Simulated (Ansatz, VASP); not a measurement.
# Two plane-wave programs on HfSi7

The input INCAR:

```
ALGO     = Normal         # electronic algorithm
EDIFF    = 1E-8           # SCF threshold, eV
ENCUT    = 520            # plane-wave cutoff, eV
GGA      = PS             # functional
ISIF     = 2              # what is computed and relaxed
ISMEAR   = -1             # smearing method
LASPH    = True           # aspherical terms in the spheres
LCHARG   = False          # write CHGCAR
LEFG     = True         
LREAL    = False          # projectors in reciprocal space
LWAVE    = False          # write WAVECAR
NBANDS   = 29             # bands
NELM     = 100            # most SCF steps
PREC     = Accurate       # precision mode
SIGMA    = 0.15           # smearing width, eV
```

Contents of KPOINTS:

```
k-points
0
Gamma
  6 6 6
```

The input POSCAR:

```
HfSi7
1.0
    5.5943924303      0.0000000000      0.0000000000
    0.0000000000      5.5943924303      0.0000000000
    0.0000000000      0.0000000000      5.5943924303
Hf Si
1 7
Direct
    0.0000000000      0.0000000000      0.0000000000
    0.2650098829      0.2650098829      0.2650098829
    0.0000000000      0.5000000000      0.5000000000
    0.5000000000      0.5000000000      0.0000000000
    0.5000000000      0.0000000000      0.5000000000
    0.7349901171      0.2650098829      0.7349901171
    0.7349901171      0.7349901171      0.2650098829
    0.2650098829      0.7349901171      0.7349901171
```

Input for Ansatz:

```yaml
crystal:
  lattice:
    - [5.5943924303, 0.0, 0.0]
    - [0.0, 5.5943924303, 0.0]
    - [0.0, 0.0, 5.5943924303]
  atoms:
    - { symbol: Hf, position: [0.0, 0.0, 0.0] }
    - { symbol: Si, position: [0.2650098829, 0.2650098829, 0.2650098829] }
    - { symbol: Si, position: [0.0, 0.5, 0.5] }
    - { symbol: Si, position: [0.5, 0.5, 0.0] }
    - { symbol: Si, position: [0.5, 0.0, 0.5] }
    - { symbol: Si, position: [0.7349901171, 0.2650098829, 0.7349901171] }
    - { symbol: Si, position: [0.7349901171, 0.7349901171, 0.2650098829] }
    - { symbol: Si, position: [0.2650098829, 0.7349901171, 0.7349901171] }
basis:
  ecutwfc: 420
kpoints:
  mp_grid: { grid: [6, 6, 6] }
hamiltonian:
  xc: pbesol
scf:
  occupations: { method: fermi_dirac, width: 0.15 }
output:
  forces: true
  stress: true
  eigenvalues: true
  efg: {}
checkpoint:
  read: start.run
  write: ck
  compress: false
  write_wavefunctions: false
  write_every: 100000
```

Alike in both runs: task electric field gradients; functional PBEsol; k mesh 6 × 6 × 6; occupations fermi-dirac, width 0.15 eV; no spin polarisation.

|  | VASP | Ansatz |
| --- | --- | --- |
| version | VASP 6.6.1 | Ansatz 0.2.0 |
| potentials or method | VASP PAW PBE potentials, release 64 (Hf_pv, Si), cutoff 520 eV | scalar-relativistic, plane waves, PAW |
| valence electrons in the cell | 38 | 54 |

```csv
,VASP,Ansatz,Ansatz less VASP
gap on the k mesh at the Fermi level (eV),none,none,-
pressure (GPa),0.1,0.0,-0.07
size of Vzz on the site where it differs most (V/Å²),42.8,43.0,+0.23
```

VASP's potentials were made for PBE, not for PBEsol. A gap of «none» marks a metal or a gap that the smearing closes. The functional is the same, so the differences come from potentials, cutoffs and numerics. VASP's potentials hold 38 valence electrons a cell and Ansatz's 54, so a difference there can come from the potentials and not from the codes.

Spin-orbit coupling is off throughout.
